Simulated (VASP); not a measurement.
# TiNi (P4/mmm) in VASP: a series of runs

Runs on TiNi. Level: r2SCAN. Tasks: single point.

Program: VASP 6.6.1. These are calculated values, not measurements. Logs are shortened: lines on timing, memory, paths and dates and some standing lists are left out, and cuts for length are marked.

**1. The cell of the first run**

The structure is tetragonal, space group P4/mmm (No. 123). Conventional cell: a = 2.736 Å, b = 2.736 Å, c = 3.581 Å, α = 90.00°, β = 90.00°, γ = 90.00°. Within 3.6 Å of Ti (site symmetry 4/mmm) lie 8 Ni at 2.64 Å and 6 Ti at 2.74 to 3.58 Å. Ni (site symmetry 4/mmm) has 8 Ti at 2.64 Å and 6 Ni at 2.74 to 3.58 Å within 3.6 Å.

**2. Single point, r2SCAN, collinear spin, ferromagnetic start**

Contents of POSCAR:

```
TiNi
1.0
    2.7358030000      0.0000000000      0.0000000000
    0.0000000000      2.7358030000      0.0000000000
    0.0000000000      0.0000000000      3.5814100000
Ti Ni
1 1
Direct
    0.5000000000      0.5000000000      0.5000000000
    0.0000000000      0.0000000000      0.0000000000
```

Contents of INCAR.step1:

```
PREC = Accurate ; ENCUT = 520
ISMEAR = -1 ; SIGMA = 0.15
LREAL = False ; LASPH = True
NELM = 150 ; ISPIN = 2
MAGMOM = 0.55 0.33 ; NUPDOWN = 0.9
LMAXMIX = 4 ; NBANDS = 22
GGA = PE ; ALGO = Normal
EDIFF = 1E-4 ; LWAVE = True
LCHARG = False
```

Contents of INCAR.step2:

```
PREC = Accurate ; ENCUT = 520
EDIFF = 1E-7 ; ISMEAR = -1
SIGMA = 0.15 ; LREAL = False
LASPH = True ; NELM = 150
ALGO = Normal ; ISIF = 2
LWAVE = False ; LCHARG = False
ISPIN = 2 ; MAGMOM = 0.55 0.33
LORBIT = 11 ; NUPDOWN = 0.9
LMAXMIX = 4 ; METAGGA = R2SCAN
LMIXTAU = True ; NBANDS = 22
ISTART = 1
```

Contents of KPOINTS:

```
regular mesh
0
Gamma
  12 12 9
```

Potentials or basis: VASP PAW PBE potentials, release 64 (Ti_sv, Ni).

Run with:

```sh
cat potpaw_PBE.64/Ti_sv/POTCAR potpaw_PBE.64/Ni/POTCAR > POTCAR
cp INCAR.step1 INCAR
mpirun -np 1 vasp_std > vasp.out
cp INCAR.step2 INCAR
mpirun -np 1 vasp_std > vasp.out
```

OUTCAR:

```text
PREC = Accurate
   ENCUT = 520
   EDIFF = 1E-7
   ISMEAR = -1
   LREAL = False
   LASPH = True
   NELM = 150
   ISIF = 2
   ISPIN = 2
   LORBIT = 11
   NUPDOWN = 0.9
   METAGGA = R2SCAN
   ISTART = 1

 ion  position               nearest neighbor table
   1  0.500  0.500  0.500-   2 2.64   2 2.64   2 2.64   2 2.64   2 2.64   2 2.64   2 2.64   2 2.64

   2  0.000  0.000  0.000-   1 2.64   1 2.64   1 2.64   1 2.64   1 2.64   1 2.64   1 2.64   1 2.64

  LATTYP: Found a simple tetragonal cell.
 ALAT       =     2.7358030000
 C/A-ratio  =     1.3090891413

  Lattice vectors:

 A1 = (   2.7358030000,   0.0000000000,   0.0000000000)
 A2 = (   0.0000000000,   2.7358030000,   0.0000000000)
 A3 = (   0.0000000000,   0.0000000000,   3.5814100000)

Analysis of symmetry for initial positions (statically):
=====================================================================
 Subroutine PRICEL returns:
 Original cell was already a primitive cell.

 Routine SETGRP: Setting up the symmetry group for a
 simple tetragonal supercell.

 Subroutine GETGRP returns: Found 16 space group operations
 (whereof 16 operations were pure point group operations)
 out of a pool of 16 trial point group operations.

The static configuration has the point symmetry D_4h.

Analysis of symmetry for dynamics (positions and initial velocities):
=====================================================================
 Subroutine PRICEL returns:
 Original cell was already a primitive cell.

 Routine SETGRP: Setting up the symmetry group for a
 simple tetragonal supercell.

 Subroutine GETGRP returns: Found 16 space group operations
 (whereof 16 operations were pure point group operations)
 out of a pool of 16 trial point group operations.

The dynamic configuration has the point symmetry D_4h.

Analysis of structural, dynamic, and magnetic symmetry:
=====================================================================
 Subroutine PRICEL returns:
 Original cell was already a primitive cell.

 Routine SETGRP: Setting up the symmetry group for a
 simple tetragonal supercell.

 Subroutine GETGRP returns: Found 16 space group operations
 (whereof 16 operations were pure point group operations)
 out of a pool of 16 trial point group operations.

The overall configuration has the point symmetry D_4h.

 Subroutine INISYM returns: Found 16 space group operations
 (whereof 16 operations are pure point group operations),
 and found     1 'primitive' translations

----------------------------------------------------------------------------------------

                                     Primitive cell

  volume of cell :      26.8055

  direct lattice vectors                    reciprocal lattice vectors
     2.735803000  0.000000000  0.000000000     0.365523395  0.000000000  0.000000000
     0.000000000  2.735803000  0.000000000     0.000000000  0.365523395  0.000000000
     0.000000000  0.000000000  3.581410000     0.000000000  0.000000000  0.279219637

  length of vectors
     2.735803000  2.735803000  3.581410000     0.365523395  0.365523395  0.279219637

  position of ions in fractional coordinates (direct lattice)
     0.500000000  0.500000000  0.500000000
     0.000000000  0.000000000  0.000000000

  ion indices of the primitive-cell ions
   primitive index   ion index
                 1           1
                 2           2

----------------------------------------------------------------------------------------

 KPOINTS: regular mesh

Automatic generation of k-mesh.
 Grid dimensions read from file:
 generate k-points for:   12   12    9

 Generating k-lattice:

  Cartesian coordinates                     Fractional coordinates (reciprocal lattice)
     0.030460283  0.000000000  0.000000000     0.083333333  0.000000000  0.000000000
     0.000000000  0.030460283  0.000000000     0.000000000  0.083333333  0.000000000
     0.000000000  0.000000000  0.031024404     0.000000000  0.000000000  0.111111111

  Length of vectors
     0.030460283  0.030460283  0.031024404

  Shift w.r.t. Gamma in fractional coordinates (k-lattice)
     0.000000000  0.000000000  0.000000000

 Subroutine IBZKPT returns following result:
 ===========================================

 Found    140 irreducible k-points:

 Following reciprocal coordinates:
            Coordinates               Weight
  0.000000  0.000000  0.000000      1.000000
  0.083333  0.000000  0.000000      4.000000
  0.166667  0.000000  0.000000      4.000000
  0.250000  0.000000  0.000000      4.000000
  0.333333  0.000000  0.000000      4.000000
  0.416667  0.000000  0.000000      4.000000
[... 16 lines left out ...]
  0.333333  0.333333  0.000000      4.000000
  0.416667  0.333333  0.000000      8.000000
 [... further k-points ...]
   k-points           NKPTS =    140   k-points in BZ     NKDIM =    140   number of bands    NBANDS=     22
   number of dos      NEDOS =    301   number of ions     NIONS =      2
   total plane-waves  NPLWV =  11200
   dimension x,y,z NGX =    20 NGY =   20 NGZ =   28
   dimension x,y,z NGXF=    40 NGYF=   40 NGZF=   56
   ions per type =               1   1
   NGX,Y,Z   is equivalent  to a cutoff of  12.15, 12.15, 13.00 a.u.
   NGXF,Y,Z  is equivalent  to a cutoff of  24.31, 24.31, 25.99 a.u.
 SYSTEM =  unknown system
   PREC   = accura    normal or accurate (medium, high low for compatibility)
   ISTART =      1    job   : 0-new  1-cont  2-samecut
   ICHARG =      0    charge: 1-file 2-atom 10-const
   ISPIN  =      2    spin polarized calculation?
   LNONCOLLINEAR =      F non collinear calculations
   LSORBIT =      F    spin-orbit coupling
   LASPH  =      T    aspherical Exc in radial PAW
   ENCUT  =  520.0 eV  38.22 Ry    6.18 a.u.   5.09  5.09  6.66*2*pi/ulx,y,z
   NELM   =    150;   NELMIN=  2; NELMDL=  0     # of ELM steps
   EDIFF  = 0.1E-06   stopping-criterion for ELM
   LREAL  =      F    real-space projection
   EDIFFG = 0.1E-05   stopping-criterion for IOM
   NSW    =      0    number of steps for IOM
   IBRION =     -1    ionic relax: 0-MD 1-quasi-New 2-CG
   NFREE  =      0    steps in history (QN), initial steepest desc. (CG)
   ISIF   =      2    stress and relaxation
   ISYM   =      2    0-nonsym 1-usesym 2-fastsym
   POTIM  = 0.5000    time-step for ionic-motion
   TEBEG  =    0.0;   TEEND  =   0.0 temperature during run
   PSTRESS=    0.0 pullay stress
   NELECT =      22.0000    total number of electrons
   NUPDOWN=       0.9000    fix difference up-down
   EMIN   =  10.00;   EMAX   =-10.00  energy-range for DOS
   EFERMI =   0.00;   METHOD = LEGACY
   ISMEAR =    -1;   SIGMA  =   0.15  broadening in eV -4-tet -1-fermi 0-gaus
   EFERMI_NEDOS =   21; number of points for ismear=-14 and -15
   IALGO  =     38    algorithm
   IMIX   =      4    mixing-type and parameters
     AMIX     =   0.40;   BMIX     =  1.00
     AMIX_MAG =   1.60;   BMIX_MAG =  1.00
  volume/ion in A,a.u.               =      13.40        90.45
  Fermi-wavevector in a.u.,A,eV,Ry     =   1.532761  2.896499 31.964941  2.349357
  Thomas-Fermi vector in A             =   2.639922
   LORBIT       =     11    0 simple, 1 ext, 2 COOP (PROOUT), +10 PAW based schemes
   METAGGA = R2SCAN    functional components
   LHFCALC =     F    Hartree Fock is set to
   AEXX    =    0.0000 exact exchange contribution
   IVDW    =     0    specifies the selected vdW correction
   LEPSILON=     F    determine dielectric tensor
   LRPA    =     F    only Hartree local field effects (RPA)
 spin polarized calculation
  energy-cutoff  :      520.00
  volume of cell :       26.81
 maximum number of plane-waves:       738
   NGX = 11   NGY = 11   NGZ = 13

 number of electron      22.0000032 magnetization       0.9000004

 Free energy of the ion-electron system (eV)
  ---------------------------------------------------
  ext. energy  EPLUGINS =         0.00000000
  ---------------------------------------------------
  free energy    TOTEN  =       -25.59302522 eV

  energy without entropy =      -25.44227595  energy(sigma->0) =      -25.51765059

 E-fermi :   9.2514     XC(G=0): -13.5007

 val. band max:        9.3455217002   @ k =   0.4167   0.1667   0.1111
 cond. band min:       9.2577533642   @ k =   0.5000   0.3333   0.2222
 fundamental gap:     -0.0877683360
 Fermi energy:         9.3471386100

 spin component 1

 k-point     1 :       0.0000    0.0000    0.0000
  band No.  band energies     occupation
      1     -50.1954      1.00000
      2     -25.3319      1.00000
      3     -25.0889      1.00000
      4     -25.0889      1.00000
      5       1.2164      1.00000
      6       5.0415      1.00000
[... 14 lines left out ...]
     21      28.8425      0.00000
     22      30.7758      0.00000
[... 552 lines left out ...]
  band No.  band energies     occupation
      1     -50.0492      1.00000
      2     -25.6384      1.00000
      3     -25.5083      1.00000
      4     -25.2067      1.00000
      5       4.9927      1.00000
      6       5.5471      1.00000
[... 14 lines left out ...]
     21      24.9494      0.00000
     22      25.6529      0.00000

 [... further k-points ...]

 spin component 2

 k-point     1 :       0.0000    0.0000    0.0000
  band No.  band energies     occupation
      1     -49.5556      1.00000
      2     -24.8598      1.00000
      3     -24.3805      1.00000
      4     -24.3805      1.00000
      5       1.3558      1.00000
      6       5.4911      1.00000
[... 14 lines left out ...]
     21      29.2089      0.00000
     22      31.2714      0.00000
[... 552 lines left out ...]
  band No.  band energies     occupation
      1     -49.4189      1.00000
      2     -24.8930      1.00000
      3     -24.7688      1.00000
      4     -24.7360      1.00000
      5       5.1994      1.00000
      6       5.6962      1.00000
[... 14 lines left out ...]
     21      25.6952      0.00000
     22      25.9202      0.00000

 [... further k-points ...]

------------------------ aborting loop because EDIFF is reached ----------------------------------------

  FORCE on cell =-STRESS in cart. coord.  units (eV):
  Direction    XX          YY          ZZ          XY          YZ          ZX
  --------------------------------------------------------------------------------------
  -------------------------------------------------------------------------------------
  Total        0.0836488      0.0836488     -0.6793126      0.0000000      0.0000000     -0.0000000
  in kB        4.9997287      4.9997287    -40.6028572      0.0000000      0.0000000     -0.0000000
  external PRESSURE =     -10.2011332 kB  Pullay stress =       0.0000000 kB

 VOLUME and BASIS-vectors are now :
 -----------------------------------------------------------------------------
  energy-cutoff  :      520.00
  volume of cell :       26.81
      direct lattice vectors                 reciprocal lattice vectors
     2.735803000  0.000000000  0.000000000     0.365523395  0.000000000  0.000000000
     0.000000000  2.735803000  0.000000000     0.000000000  0.365523395  0.000000000
     0.000000000  0.000000000  3.581410000     0.000000000  0.000000000  0.279219637

 POSITION                                       TOTAL-FORCE (eV/Angst)
 -----------------------------------------------------------------------------------
      1.36790      1.36790      1.79070         0.000000      0.000000      0.000000
      0.00000      0.00000      0.00000         0.000000      0.000000      0.000000
 -----------------------------------------------------------------------------------
    total drift:                               -0.000000      0.000000      0.000000

  FREE ENERGIE OF THE ION-ELECTRON SYSTEM (eV)
  ---------------------------------------------------
  free  energy   TOTEN  =       -25.5930252194 eV

  energy  without entropy=      -25.4422759531  energy(sigma->0) =      -25.51765059

 total charge

# of ion       s       p       d       tot
------------------------------------------
    1        2.240   6.159   1.869  10.268
    2        0.567   0.514   8.308   9.389
--------------------------------------------------
tot          2.807   6.673  10.177  19.657

 magnetization (x)

# of ion       s       p       d       tot
------------------------------------------
    1        0.012   0.016   0.508   0.536
    2        0.002   0.004   0.262   0.269
--------------------------------------------------
tot          0.014   0.021   0.770   0.804
```

It took 7.2 min on 1 thread of Oxide Virtual Turin-like, shared host; peak memory 0.21 GiB.

Results:

| Quantity | Value |
| --- | --- |
| Free energy | -25.5930 eV |
| Pressure | -1.0 GPa |
| Net moment | 0.90 μB per cell |
| Site moments | Ti +0.54; Ni +0.27 μB |
| Valence electrons inside the program's atomic spheres | Ti 10.27; Ni 9.39 |

Caveat: the PAW data sets were made with another functional, which shifts forces and pressure a little; the total moment is fixed, so each spin has its own Fermi level and the state may be an excited one.

**3. Single point, r2SCAN, collinear spin, ferromagnetic start**

POSCAR is that of step 2.

Contents of INCAR.step1:

```
PREC = Accurate
ENCUT = 520
ISMEAR = -1
SIGMA = 0.15
LREAL = False
LASPH = True
NELM = 150
ISPIN = 2
MAGMOM = 0.7 0.45
NUPDOWN = 1.2
LMAXMIX = 4
NBANDS = 22
GGA = PE
ALGO = Normal
EDIFF = 1E-4
LWAVE = True
LCHARG = False
```

Contents of INCAR.step2:

```
PREC = Accurate
ENCUT = 520
EDIFF = 1E-6
ISMEAR = -1
SIGMA = 0.15
LREAL = False
LASPH = True
NELM = 150
ALGO = Normal
ISIF = 2
LWAVE = False
LCHARG = True
ISPIN = 2
MAGMOM = 0.7 0.45
LORBIT = 11
NUPDOWN = 1.2
LMAXMIX = 4
METAGGA = R2SCAN
LMIXTAU = True
LELF = True
LVHAR = True
NBANDS = 22
ISTART = 1
```

KPOINTS is that of step 2.

Potentials or basis: VASP PAW PBE potentials, release 64 (Ti_sv, Ni).

Run with:

```sh
cat potpaw_PBE.64/Ti_sv/POTCAR potpaw_PBE.64/Ni/POTCAR > POTCAR
cp INCAR.step1 INCAR
mpirun -np 1 vasp_std > vasp.out
cp INCAR.step2 INCAR
mpirun -np 1 vasp_std > vasp.out
```

OUTCAR:

```text
PREC = Accurate
   ENCUT = 520
   EDIFF = 1E-6
   ISMEAR = -1
   LREAL = False
   LASPH = True
   NELM = 150
   ISIF = 2
   ISPIN = 2
   LORBIT = 11
   NUPDOWN = 1.2
   METAGGA = R2SCAN
   ISTART = 1

 ion  position               nearest neighbor table
   1  0.500  0.500  0.500-   2 2.64   2 2.64   2 2.64   2 2.64   2 2.64   2 2.64   2 2.64   2 2.64

   2  0.000  0.000  0.000-   1 2.64   1 2.64   1 2.64   1 2.64   1 2.64   1 2.64   1 2.64   1 2.64

  LATTYP: Found a simple tetragonal cell.
 ALAT       =     2.7358030000
[... 1418 lines left out ...]
  external PRESSURE =      -1.4330942 kB  Pullay stress =       0.0000000 kB

 VOLUME and BASIS-vectors are now :
 -----------------------------------------------------------------------------
  energy-cutoff  :      520.00
  volume of cell :       26.81
      direct lattice vectors                 reciprocal lattice vectors
     2.735803000  0.000000000  0.000000000     0.365523395  0.000000000  0.000000000
     0.000000000  2.735803000  0.000000000     0.000000000  0.365523395  0.000000000
     0.000000000  0.000000000  3.581410000     0.000000000  0.000000000  0.279219637

 POSITION                                       TOTAL-FORCE (eV/Angst)
 -----------------------------------------------------------------------------------
      1.36790      1.36790      1.79070         0.000000      0.000000      0.000000
      0.00000      0.00000      0.00000         0.000000      0.000000      0.000000
 -----------------------------------------------------------------------------------
    total drift:                               -0.000000      0.000000      0.000000

  FREE ENERGIE OF THE ION-ELECTRON SYSTEM (eV)
  ---------------------------------------------------
  free  energy   TOTEN  =       -25.5692773644 eV

  energy  without entropy=      -25.4303099006  energy(sigma->0) =      -25.49979363

 total charge

# of ion       s       p       d       tot
------------------------------------------
    1        2.238   6.160   1.874  10.272
    2        0.570   0.512   8.305   9.387
--------------------------------------------------
tot          2.808   6.672  10.179  19.659

 magnetization (x)

# of ion       s       p       d       tot
------------------------------------------
    1        0.016   0.025   0.639   0.680
    2        0.004   0.019   0.358   0.381
--------------------------------------------------
tot          0.020   0.044   0.997   1.062
```

Wall time 5.7 min (1 thread of Oxide Virtual Turin-like, shared host); peak memory 0.21 GiB.

What came out:

```yaml
Free_energy: -25.5693 eV
Pressure: -0.1 GPa
Net_moment: 1.20 μB per cell
Site_moments: Ti +0.68; Ni +0.38 μB
Valence_electrons_inside_the_program's_atomic_spheres: Ti 10.27; Ni 9.39
```

Caveat: the stress differs along the axes, from -4 to 2 GPa; the PAW data sets were made with another functional, which shifts forces and pressure a little; the total moment is fixed, so each spin has its own Fermi level and the state may be an excited one.

**4. Single point, r2SCAN, collinear spin, ferromagnetic start**

POSCAR is that of step 3.

Contents of INCAR.step1:

```
ALGO = Normal ; EDIFF = 1E-4
ENCUT = 520 ; GGA = PE
ISMEAR = -1 ; ISPIN = 2
LASPH = T ; LCHARG = F
LMAXMIX = 4 ; LREAL = F
LWAVE = T ; MAGMOM = 0.84 0.57
NBANDS = 22 ; NELM = 150
NUPDOWN = 1.5 ; PREC = Accurate
SIGMA = 0.15
```

Contents of INCAR.step2:

```
ALGO = Normal ; EDIFF = 1E-6
ENCUT = 520 ; ISIF = 2
ISMEAR = -1 ; ISPIN = 2
ISTART = 1 ; LASPH = T
LCHARG = F ; LMAXMIX = 4
LMIXTAU = T ; LORBIT = 11
LREAL = F ; LWAVE = F
MAGMOM = 0.84 0.57 ; METAGGA = R2SCAN
NBANDS = 22 ; NELM = 150
NUPDOWN = 1.5 ; PREC = Accurate
SIGMA = 0.15
```

Contents of KPOINTS:

```
k-points
0
Gamma
  12 12 9
```

Run with:

```sh
cat potpaw_PBE.64/Ti_sv/POTCAR potpaw_PBE.64/Ni/POTCAR > POTCAR
cp INCAR.step1 INCAR
mpirun -np 1 vasp_std > vasp.out
cp INCAR.step2 INCAR
mpirun -np 1 vasp_std > vasp.out
```

It took 5.9 min on 1 thread of Oxide Virtual Turin-like, shared host; peak memory 0.21 GiB.

It converged, with:

| Property | Result |
| --- | --- |
| Free energy | -25.5211 eV |
| Pressure | 0.9 GPa |
| Net moment | 1.50 μB per cell |
| Site moments | Ti +0.82; Ni +0.49 μB |
| Valence electrons inside the program's atomic spheres | Ti 10.28; Ni 9.38 |

Stress tensor (GPa, compression positive):
```
 3.52  0.00  0.00
 0.00  3.52  0.00
 0.00  0.00 -4.25
```

Caveat: the stress differs along the axes, from -4 to 4 GPa; the PAW data sets were made with another functional, which shifts forces and pressure a little; the total moment is fixed, so each spin has its own Fermi level and the state may be an excited one.

**5. The runs side by side**

```csv
fixed moment (μB),pressure (GPa),moment (μB)
0.9,-1.0,0.90
1.2,-0.1,1.20
1.5,0.9,1.50
```

Alike in all rows: task single point; level r2SCAN; potentials or basis VASP PAW PBE potentials, release 64 (Ti_sv, Ni); spin collinear, ferromagnetic start; cell as given; k mesh 12 × 12 × 9; cutoff (eV) 520; smearing fermi-dirac 0.15 eV.

Caveats: the PAW data sets were made with another functional, which shifts forces and pressure a little; the total moment is fixed, so each spin has its own Fermi level and the state may be an excited one; the stress differs along the axes, from -4 to 2 GPa (at least some runs); the stress differs along the axes, from -4 to 4 GPa (at least some runs).

Absolute energies hang on the potentials; compare differences alone.
